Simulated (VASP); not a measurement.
# PbS in VASP: notebook, part 3 of 3

VASP 6.6.1.

## (6) Electric field gradients, PBE (equal xx and yy strain of -2 %)

Contents of INCAR:

```
SYSTEM = PbS
PREC = Accurate ; ENCUT = 520
EDIFF = 1E-8 ; ISMEAR = -1
SIGMA = 0.01 ; LREAL = .FALSE.
LASPH = .TRUE. ; NELM = 60
ALGO = Normal ; ISIF = 2
LWAVE = .FALSE. ; LCHARG = .FALSE.
GGA = PE ; LEFG = .TRUE.
NBANDS = 28
```

Contents of KPOINTS:

```
regular mesh
0
G
  7 7 3
  0 0 0
```

Contents of POSCAR:

```
PbS
1.0
    2.8816900000     -2.8420000000      0.0000000000
    2.8816900000      2.8420000000      0.0000000000
   -1.0584490000      0.0000000000     11.7092900000
Pb S
2 2
Direct
    0.7756000000      0.7756000000      0.6363800000
    0.2244000000      0.2244000000      0.3636200000
    0.2684000000      0.2684000000      0.5986000000
    0.7316000000      0.7316000000      0.4014000000
```

Potentials or basis: VASP PAW PBE potentials, release 64 (Pb_d, S).

Run with:

```bash
cat potpaw_PBE.64/Pb_d/POTCAR potpaw_PBE.64/S/POTCAR > POTCAR
mpirun -np 1 vasp_std > vasp.out
```

OUTCAR:

```text
SYSTEM = PbS
   PREC = Accurate
   ENCUT = 520
   EDIFF = 1E-8
   ISMEAR = -1
   LREAL = .FALSE.
   LASPH = .TRUE.
   NELM = 60
   ISIF = 2
   GGA = PE

 ion  position               nearest neighbor table
   1  0.776  0.776  0.636-   4 2.75   3 2.88   3 2.88   3 2.91   3 2.92
   2  0.224  0.224  0.364-   3 2.75   4 2.88   4 2.88   4 2.91   4 2.92
   3  0.268  0.268  0.599-   2 2.75   1 2.88   1 2.88   1 2.91   1 2.92
   4  0.732  0.732  0.401-   1 2.75   2 2.88   2 2.88   2 2.91   2 2.92

  LATTYP: Found a base centered monoclinic cell.
 ALAT       =     5.7633800000
 B/A-ratio  =     0.9862268322
 C/A-ratio  =     2.0399542227
 COS(beta)  =    -0.0900268926

  Lattice vectors:

 A1 = (   2.8816900000,  -2.8420000000,   0.0000000000)
 A2 = (   2.8816900000,   2.8420000000,   0.0000000000)
 A3 = (  -1.0584490000,   0.0000000000,  11.7092900000)

Analysis of symmetry for initial positions (statically):
=====================================================================
 Subroutine PRICEL returns:
 Original cell was already a primitive cell.

 Routine SETGRP: Setting up the symmetry group for a
 base centered monoclinic supercell.

 Subroutine GETGRP returns: Found  4 space group operations
 (whereof  4 operations were pure point group operations)
 out of a pool of  4 trial point group operations.

The static configuration has the point symmetry C_2h.

Analysis of symmetry for dynamics (positions and initial velocities):
[... 911 lines left out ...]
     27       6.2913      0.00000
     28       7.5702      0.00000

 [... further k-points ...]

------------------------ aborting loop because EDIFF is reached ----------------------------------------

  FORCE on cell =-STRESS in cart. coord.  units (eV):
  Direction    XX          YY          ZZ          XY          YZ          ZX
  --------------------------------------------------------------------------------------
  -------------------------------------------------------------------------------------
  Total        2.7014282      4.0470319     -0.8713947      0.0000000      0.0000000     -0.0122607
  in kB       22.5669110     33.8076764     -7.2793671      0.0000000      0.0000000     -0.1024223
  external PRESSURE =      16.3650734 kB  Pullay stress =       0.0000000 kB

 VOLUME and BASIS-vectors are now :
 -----------------------------------------------------------------------------
  energy-cutoff  :      520.00
  volume of cell :      191.79
      direct lattice vectors                 reciprocal lattice vectors
     2.881690000 -2.842000000  0.000000000     0.173509295 -0.175932442  0.015684191
     2.881690000  2.842000000  0.000000000     0.173509295  0.175932442  0.015684191
    -1.058449000  0.000000000 11.709290000     0.000000000  0.000000000  0.085402275

 POSITION                                       TOTAL-FORCE (eV/Angst)
 -----------------------------------------------------------------------------------
      3.79650      0.00000      7.45156        -0.002125      0.000000     -0.184000
      0.90843      0.00000      4.25773         0.002125      0.000000      0.184000
      0.91330      0.00000      7.00918        -0.002504      0.000000     -0.102286
      3.79163      0.00000      4.70011         0.002504      0.000000      0.102286
 -----------------------------------------------------------------------------------
    total drift:                               -0.000000     -0.000000      0.000000

  FREE ENERGIE OF THE ION-ELECTRON SYSTEM (eV)
  ---------------------------------------------------
  free  energy   TOTEN  =       -17.0903858867 eV

  energy  without entropy=      -17.0903858867  energy(sigma->0) =      -17.09038589

 Electric field gradients (V/A^2)
---------------------------------------------------------------------
 ion       V_xx      V_yy      V_zz      V_xy      V_xz      V_yz
---------------------------------------------------------------------
   1      67.890     7.767   -75.657    -0.000     0.617    -0.000
   2      67.890     7.767   -75.657    -0.000     0.617    -0.000
   3       2.228     0.046    -2.274     0.000     0.219    -0.000
   4       2.228     0.046    -2.274    -0.000     0.219    -0.000
---------------------------------------------------------------------

 Electric field gradients after diagonalization (V/A^2)
 (convention: |V_zz| > |V_xx| > |V_yy|)
----------------------------------------------------------------------
 ion       V_xx      V_yy      V_zz     asymmetry (V_yy - V_xx)/ V_zz
----------------------------------------------------------------------
   1      67.893     7.767   -75.660       0.795
   2      67.893     7.767   -75.660       0.795
   3       2.239     0.046    -2.284       0.960
   4       2.239     0.046    -2.284       0.960
----------------------------------------------------------------------

           NMR quadrupolar parameters

 Cq : quadrupolar parameter    Cq=e*Q*V_zz/h
 eta: asymmetry parameters     (V_yy - V_xx)/ V_zz
 Q  : nuclear electric quadrupole moment in mb (millibarn)
----------------------------------------------------------------------
 ion       Cq(MHz)       eta       Q (mb)
----------------------------------------------------------------------
   1      -0.183       0.795       1.000
   2      -0.183       0.795       1.000
   3      -0.006       0.960       1.000
   4      -0.006       0.960       1.000
----------------------------------------------------------------------
```

OSZICAR:

```text
N       E                     dE             d eps       ncg     rms          rms(c)
DAV:   1     0.409394414557E+03    0.40939E+03   -0.17827E+04  2488   0.131E+03
DAV:   2     0.325818667301E+02   -0.37681E+03   -0.36600E+03  2632   0.354E+02
DAV:   3    -0.160104225972E+02   -0.48592E+02   -0.47414E+02  3260   0.150E+02
[... 11 lines left out ...]
DAV:  15    -0.170903839460E+02   -0.70178E-04   -0.33631E-05  2548   0.314E-02    0.742E-03
DAV:  16    -0.170903853293E+02   -0.13832E-05   -0.39846E-06  3544   0.124E-02    0.548E-03
DAV:  17    -0.170903855143E+02   -0.18503E-06   -0.27996E-07  2544   0.260E-03    0.147E-03
DAV:  18    -0.170903858785E+02   -0.36423E-06   -0.36532E-07  2384   0.290E-03    0.135E-03
DAV:  19    -0.170903858867E+02   -0.81759E-08   -0.23074E-08  2912   0.940E-04
   1 F= -.17090386E+02 E0= -.17090386E+02  d E =-.833332E-11
```

Run time: 11 min. Hardware: 1 thread of Intel Xeon 8259CL, shared host; peak memory 0.38 GiB.

Results:

```yaml
Free_energy: -17.0904 eV
Largest_force: 0.184 eV/Å
Band_gap_on_the_k_mesh: 1.07 eV (least direct gap 1.09 eV)
Largest_electric_field_gradient_by_atom: Pb -75.7; S -2.3 V/Å²
```

Forces on the atoms (eV/Å):
```
Pb  -0.002  0.000 -0.184
Pb   0.002  0.000  0.184
S   -0.003  0.000 -0.102
S    0.003  0.000  0.102
```

Electric field gradients, principal values (V/Å²):
```csv
atom,least,middle,greatest (by size)
1 Pb,7.767,67.893,-75.660
2 Pb,7.767,67.893,-75.660
3 S,0.046,2.239,-2.284
4 S,0.046,2.239,-2.284
```

Caveat: the cell differs from its parent crystal (equal xx and yy strain of -2 %); there is no dipole correction, which matters where the two faces differ; without QUAD_EFG the Cq values of the log hold for a quadrupole moment of 1 mb, not for the nuclei; spin-orbit coupling is left out, which moves the levels of the heavy elements.

## (7) The runs side by side

```tsv
cell	cutoff (eV)	gap on the mesh (eV)	largest force (eV/Å)
a = 4.109, b = 4.151, c = 11.749 Å, angles 93.0, 93.7, 89.2°, 4 atoms	520	1.27	0.41
a = 4.144, b = 4.144, c = 11.798 Å, angles 93.7, 93.7, 89.2°, 4 atoms	400	1.28	0.48
a = 4.184, b = 4.184, c = 11.914 Å, angles 93.7, 93.7, 89.2°, 4 atoms	400	1.32	0.67
a = 4.047, b = 4.047, c = 11.757 Å, angles 93.7, 93.7, 89.2°, 4 atoms	520	1.07	0.18
```

Alike in all rows: task electric field gradients; level PBE; potentials or basis VASP PAW PBE potentials, release 64 (Pb_d, S); no spin polarisation; k mesh 7 × 7 × 3; smearing fermi-dirac 0.01 eV.

Caveats: there is no dipole correction, which matters where the two faces differ; spin-orbit coupling is left out, which moves the levels of the heavy elements.

Total energies depend on the potentials used, so only differences within one code and one set of settings carry meaning.
